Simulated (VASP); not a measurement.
# HgTe (I-4m2) in VASP: further runs, part 2 of 2

VASP 6.6.1. Earlier steps stand in the parts before.

### 3 Single point, r2SCAN (strain -0.0450 x Voigt [0, 0, 1, 0, 0, 0])

Input file POSCAR:

```
HgTe
1.0
    0.0000000000      3.2235000000      3.0784425000
    3.2235000000      0.0000000000      3.0784425000
    3.2235000000      3.2235000000      0.0000000000
Hg Te
1 1
Direct
    0.0000000000      0.0000000000      0.0000000000
    0.7500000000      0.7500000000      0.7500000000
```

Input file INCAR.step1:

```
SYSTEM = HgTe
ALGO = Normal ; EDIFF = 1E-4
ENCUT = 520 ; GGA = PE
ISMEAR = 0 ; LASPH = .True.
LCHARG = .False. ; LREAL = .False.
LWAVE = .True. ; NBANDS = 16
NELM = 80 ; PREC = Accurate
SIGMA = 0.15
```

Input file INCAR.step2:

```
SYSTEM = HgTe
ALGO = Normal ; EDIFF = 1E-6
ENCUT = 520 ; ISIF = 2
ISMEAR = 0 ; ISTART = 1
LASPH = .True. ; LCHARG = .False.
LMIXTAU = .True. ; LREAL = .False.
LWAVE = .False. ; METAGGA = R2SCAN
NBANDS = 16 ; NELM = 80
PREC = Accurate ; SIGMA = 0.15
```

Input file KPOINTS:

```
k-points
0
Gamma
  14 14 14
  0 0 0
```

Potentials or basis: VASP PAW PBE potentials, release 64 (Hg, Te).

Started as:

```sh
cat potpaw_PBE.64/Hg/POTCAR potpaw_PBE.64/Te/POTCAR > POTCAR
cp INCAR.step1 INCAR
mpirun -np 1 vasp_std > vasp.out
cp INCAR.step2 INCAR
mpirun -np 1 vasp_std > vasp.out
```

OUTCAR:

```text
SYSTEM = HgTe
   EDIFF = 1E-6
   ENCUT = 520
   ISIF = 2
   ISMEAR = 0
   ISTART = 1
   LASPH = .True.
   LREAL = .False.
   METAGGA = R2SCAN
   NELM = 80
   PREC = Accurate

 ion  position               nearest neighbor table
   1  0.000  0.000  0.000-   2 2.75   2 2.75   2 2.75   2 2.75
   2  0.750  0.750  0.750-   1 2.75   1 2.75   1 2.75   1 2.75

  LATTYP: Found a body centered tetragonal cell.
 ALAT       =     4.5587174183
 C/A-ratio  =     1.3505739521

  Lattice vectors:

 A1 = (   0.0000000000,  -3.2235000000,  -3.0784425000)
 A2 = (   0.0000000000,   3.2235000000,  -3.0784425000)
 A3 = (   3.2235000000,   0.0000000000,   3.0784425000)

Analysis of symmetry for initial positions (statically):
=====================================================================
 Subroutine PRICEL returns:
 Original cell was already a primitive cell.

 Routine SETGRP: Setting up the symmetry group for a
 body centered tetragonal supercell.

 Subroutine GETGRP returns: Found  8 space group operations
 (whereof  8 operations were pure point group operations)
 out of a pool of 16 trial point group operations.

The static configuration has the point symmetry D_2d.

Analysis of symmetry for dynamics (positions and initial velocities):
=====================================================================
 Subroutine PRICEL returns:
 Original cell was already a primitive cell.

 Routine SETGRP: Setting up the symmetry group for a
 body centered tetragonal supercell.

 Subroutine GETGRP returns: Found  8 space group operations
 (whereof  8 operations were pure point group operations)
 out of a pool of 16 trial point group operations.

The dynamic configuration has the point symmetry D_2d.

 Subroutine INISYM returns: Found  8 space group operations
 (whereof  8 operations are pure point group operations),
 and found     1 'primitive' translations

----------------------------------------------------------------------------------------

                                     Primitive cell

  volume of cell :      63.9759

  direct lattice vectors                    reciprocal lattice vectors
     0.000000000  3.223500000  3.078442500    -0.155110904  0.155110904  0.162419795
     3.223500000  0.000000000  3.078442500     0.155110904 -0.155110904  0.162419795
     3.223500000  3.223500000  0.000000000     0.155110904  0.155110904 -0.162419795

  length of vectors
     4.457326606  4.457326606  4.558717418     0.272945004  0.272945004  0.272945004

  position of ions in fractional coordinates (direct lattice)
     0.000000000  0.000000000  0.000000000
     0.750000000  0.750000000  0.750000000

  ion indices of the primitive-cell ions
   primitive index   ion index
                 1           1
                 2           2

----------------------------------------------------------------------------------------

 KPOINTS: k-points

Automatic generation of k-mesh.
 Grid dimensions read from file:
 generate k-points for:   14   14   14

 Generating k-lattice:

  Cartesian coordinates                     Fractional coordinates (reciprocal lattice)
    -0.011079350  0.011079350  0.011601414     0.071428571  0.000000000  0.000000000
     0.011079350 -0.011079350  0.011601414     0.000000000  0.071428571  0.000000000
     0.011079350  0.011079350 -0.011601414     0.000000000  0.000000000  0.071428571

  Length of vectors
     0.019496072  0.019496072  0.019496072

  Shift w.r.t. Gamma in fractional coordinates (k-lattice)
     0.000000000  0.000000000  0.000000000

 Subroutine IBZKPT returns following result:
 ===========================================

 Found    244 irreducible k-points:

 Following reciprocal coordinates:
            Coordinates               Weight
  0.000000  0.000000  0.000000      1.000000
  0.071429 -0.000000  0.000000      8.000000
  0.142857 -0.000000  0.000000      8.000000
  0.214286 -0.000000  0.000000      8.000000
  0.285714 -0.000000  0.000000      8.000000
  0.357143 -0.000000  0.000000      8.000000
[... 16 lines left out ...]
  0.214286  0.142857  0.000000      8.000000
  0.285714  0.142857  0.000000      8.000000
 [... further k-points ...]
   k-points           NKPTS =    244   k-points in BZ     NKDIM =    244   number of bands    NBANDS=     16
   number of dos      NEDOS =    301   number of ions     NIONS =      2
   total plane-waves  NPLWV =  46656
   dimension x,y,z NGX =    36 NGY =   36 NGZ =   36
   dimension x,y,z NGXF=    72 NGYF=   72 NGZF=   72
   ions per type =               1   1
   NGX,Y,Z   is equivalent  to a cutoff of  13.43, 13.43, 13.13 a.u.
   NGXF,Y,Z  is equivalent  to a cutoff of  26.85, 26.85, 26.26 a.u.
 SYSTEM =  HgTe
   PREC   = accura    normal or accurate (medium, high low for compatibility)
   ISTART =      1    job   : 0-new  1-cont  2-samecut
   ICHARG =      0    charge: 1-file 2-atom 10-const
   ISPIN  =      1    spin polarized calculation?
   LNONCOLLINEAR =      F non collinear calculations
   LSORBIT =      F    spin-orbit coupling
   LASPH  =      T    aspherical Exc in radial PAW
   ENCUT  =  520.0 eV  38.22 Ry    6.18 a.u.   8.29  8.29  8.48*2*pi/ulx,y,z
   NELM   =     80;   NELMIN=  2; NELMDL=  0     # of ELM steps
   EDIFF  = 0.1E-05   stopping-criterion for ELM
   LREAL  =      F    real-space projection
   EDIFFG = 0.1E-04   stopping-criterion for IOM
   NSW    =      0    number of steps for IOM
   IBRION =     -1    ionic relax: 0-MD 1-quasi-New 2-CG
   NFREE  =      0    steps in history (QN), initial steepest desc. (CG)
   ISIF   =      2    stress and relaxation
   ISYM   =      2    0-nonsym 1-usesym 2-fastsym
   POTIM  = 0.5000    time-step for ionic-motion
   TEBEG  =    0.0;   TEEND  =   0.0 temperature during run
   PSTRESS=    0.0 pullay stress
   NELECT =      18.0000    total number of electrons
   NUPDOWN=      -1.0000    fix difference up-down
   EMIN   =  10.00;   EMAX   =-10.00  energy-range for DOS
   EFERMI =   0.00;   METHOD = LEGACY
   ISMEAR =     0;   SIGMA  =   0.15  broadening in eV -4-tet -1-fermi 0-gaus
   EFERMI_NEDOS =   21; number of points for ismear=-14 and -15
   IALGO  =     38    algorithm
   IMIX   =      4    mixing-type and parameters
     AMIX     =   0.40;   BMIX     =  1.00
     AMIX_MAG =   1.60;   BMIX_MAG =  1.00
  volume/ion in A,a.u.               =      31.99       215.87
  Fermi-wavevector in a.u.,A,eV,Ry     =   1.072738  2.027180 15.657124  1.150766
  Thomas-Fermi vector in A             =   2.208517
   LORBIT       =      0    0 simple, 1 ext, 2 COOP (PROOUT), +10 PAW based schemes
   METAGGA = R2SCAN    functional components
   LHFCALC =     F    Hartree Fock is set to
   AEXX    =    0.0000 exact exchange contribution
   IVDW    =     0    specifies the selected vdW correction
   LEPSILON=     F    determine dielectric tensor
   LRPA    =     F    only Hartree local field effects (RPA)
 non-spin polarized calculation
 Gauss-broadening in eV      SIGMA  =   0.15
  energy-cutoff  :      520.00
  volume of cell :       63.98
 maximum number of plane-waves:      1744
 NGX is ok and might be reduce to    36
   NGX = 17   NGY = 17   NGZ = 17

 number of electron      18.0000000 magnetization

 Free energy of the ion-electron system (eV)
  ---------------------------------------------------
  ext. energy  EPLUGINS =         0.00000000
  ---------------------------------------------------
  free energy    TOTEN  =       -75.05007219 eV

  energy without entropy =      -75.04992317  energy(sigma->0) =      -75.04999768

 E-fermi :   3.6254     XC(G=0):  -9.5828

 val. band max:        3.5720107253   @ k =   0.0000   0.0000   0.0000
 cond. band min:       4.0722772387   @ k =   0.0714  -0.0000   0.0000
 fundamental gap:      0.5002665134
 Fermi energy:         3.6254145498

 k-point     1 :       0.0000    0.0000    0.0000
  band No.  band energies     occupation
      1      -9.3624      2.00000
      2      -4.5154      2.00000
      3      -4.5154      2.00000
      4      -4.5044      2.00000
      5      -3.8862      2.00000
      6      -3.8507      2.00000
[... 8 lines left out ...]
     15      13.2732      0.00000
     16      13.6292      0.00000
[... 419 lines left out ...]
 k-point    24 :       0.2857    0.1429    0.0000
  band No.  band energies     occupation
      1      -8.9708      2.00000
      2      -4.4374      2.00000
      3      -4.3806      2.00000
      4      -4.3276      2.00000
      5      -3.8707      2.00000
      6      -3.8517      2.00000
[... 8 lines left out ...]
     15      13.0726      0.00000
     16      13.3746      0.00000

 [... further k-points ...]

------------------------ aborting loop because EDIFF is reached ----------------------------------------

  FORCE on cell =-STRESS in cart. coord.  units (eV):
  Direction    XX          YY          ZZ          XY          YZ          ZX
  --------------------------------------------------------------------------------------
  -------------------------------------------------------------------------------------
  Total        2.1278971      2.1278971      2.3085087      0.0000000      0.0000000      0.0000000
  in kB       53.2898897     53.2898897     57.8130260      0.0000000      0.0000000      0.0000000
  external PRESSURE =      54.7976018 kB  Pullay stress =       0.0000000 kB

 VOLUME and BASIS-vectors are now :
 -----------------------------------------------------------------------------
  energy-cutoff  :      520.00
  volume of cell :       63.98
      direct lattice vectors                 reciprocal lattice vectors
     0.000000000  3.223500000  3.078442500    -0.155110904  0.155110904  0.162419795
     3.223500000  0.000000000  3.078442500     0.155110904 -0.155110904  0.162419795
     3.223500000  3.223500000  0.000000000     0.155110904  0.155110904 -0.162419795

 POSITION                                       TOTAL-FORCE (eV/Angst)
 -----------------------------------------------------------------------------------
      0.00000      0.00000      0.00000         0.000000      0.000000      0.000000
      4.83525      4.83525      4.61766        -0.000000     -0.000000      0.000000
 -----------------------------------------------------------------------------------
    total drift:                                0.000000      0.000000      0.000000

  FREE ENERGIE OF THE ION-ELECTRON SYSTEM (eV)
  ---------------------------------------------------
  free  energy   TOTEN  =       -75.0500721932 eV

  energy  without entropy=      -75.0499231687  energy(sigma->0) =      -75.04999768
```

Wall time 13 min (1 thread of AMD EPYC 9R14 (Zen 4), shared host); peak memory 0.38 GiB.

Results:

- Free energy: -75.0501 eV
- Pressure: 5.5 GPa
- Band gap on the k mesh: 0.12 eV (least direct gap 0.16 eV)

Caveat: the cell differs from its parent crystal (strain -0.0450 x Voigt [0, 0, 1, 0, 0, 0]); the cell stands under pressure; the smearing spreads over this small gap; the PAW data sets were made with another functional, which shifts forces and pressure a little; spin-orbit coupling is left out, which moves the levels of the heavy elements.

The gap in the log of VASP goes by the Fermi energy; the results here count the filled bands.